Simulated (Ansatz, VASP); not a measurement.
# One calculation of Si8S, two programs

The input INCAR:

```
SYSTEM = Si8S
  PREC = Accurate
  ENCUT = 520
  EDIFF = 1E-7
  ISMEAR = 0
  SIGMA = 0.05
  LREAL = .FALSE.
  LASPH = .TRUE.
  NELM = 150
  ALGO = Normal
  ISIF = 2
  LWAVE = .FALSE.
  LCHARG = .FALSE.
  ISPIN = 2
  MAGMOM = 0 0 0 0 0 0 0 0 2
  LORBIT = 11
  LDIPOL = .TRUE.
  IDIPOL = 3
  DIPOL = 0.5 0.5 0.313
  GGA = PE
  IVDW = 12
  NBANDS = 33
```

The input KPOINTS:

```
regular mesh
0
G
  7 4 1
  0 0 0
```

Contents of POSCAR:

```
Si8S
1.0
    3.8155170197      0.0000000000      0.0000000000
    0.0000000000      6.3129357895      0.0000000000
    0.0000000000      0.0000000000     21.2318711397
Si S
8 1
Direct
    0.0000000000      0.9369021388      0.1883960191
    0.0000000000      0.5630978612      0.1883960191
    0.5000000000      0.4369021388      0.2402729771
    0.5000000000      0.0630978612      0.2402729771
    0.5000000000      0.9332664454      0.3446595292
    0.5000000000      0.5667335546      0.3446595292
    0.0000000000      0.4266292815      0.3877129380
    0.0000000000      0.0733707185      0.3877129380
    0.5000000000      1.2599626148      0.4913307485
```

Input for Ansatz:

```yaml
crystal:
  lattice:
    - [3.8155170197, 0.0, 0.0]
    - [0.0, 6.3129357895, 0.0]
    - [0.0, 0.0, 21.2318711397]
  atoms:
    - { symbol: Si, position: [0.0, 0.9369021388, 0.1883960191] }
    - { symbol: Si, position: [0.0, 0.5630978612, 0.1883960191] }
    - { symbol: Si, position: [0.5, 0.4369021388, 0.2402729771] }
    - { symbol: Si, position: [0.5, 0.0630978612, 0.2402729771] }
    - { symbol: Si, position: [0.5, 0.9332664454, 0.3446595292] }
    - { symbol: Si, position: [0.5, 0.5667335546, 0.3446595292] }
    - { symbol: Si, position: [0.0, 0.4266292815, 0.387712938] }
    - { symbol: Si, position: [0.0, 0.0733707185, 0.387712938] }
    - { symbol: S, position: [0.5, 1.2599626148, 0.4913307485], spin: 2.0 }
basis:
  ecutwfc: 420
kpoints:
  mp_grid: { grid: [7, 4, 1] }
hamiltonian:
  xc: pbe
  pseudopotentials: { kind: paw, azcp: { folder: soft_1 } }
  dispersion: d3bj
scf:
  occupations: { method: gaussian, width: 0.05 }
output:
  forces: true
  eigenvalues: true
  populations: true
magnetization:
  spin_polarized: true
efield:
  axis: 3
  dipole_correction: true
  ramp_width: 0.04
```

Alike in both runs: task single point; functional PBE; dispersion D3(BJ); k mesh 7 × 4 × 1; occupations gaussian, width 0.05 eV; collinear spin.

|  | VASP | Ansatz |
| --- | --- | --- |
| version | VASP 6.6.1 | Ansatz 0.2.0 |
| potentials or method | VASP PAW PBE potentials, release 64 (Si, S), cutoff 520 eV | scalar-relativistic, plane waves, PAW |
| valence electrons in the cell | 38 | 38 |

```tsv
	VASP	Ansatz	Ansatz less VASP
gap on the k mesh at the Fermi level (eV)	none	none	-
rms of the force components (eV/Å)	0.520	0.521	+0.0006
net moment per atom (μB)	0.01	0.01	0.000
size of the moment on the site where the two differ most (μB)	0.04	0.05	+0.012
```

Site moments also hang on the region over which each program counts them. Atom by atom the forces differ by 0.002 eV/Å (rms over components). A gap of «none» marks a metal or a gap that the smearing closes. Ansatz's warnings: seeded moment not kept.
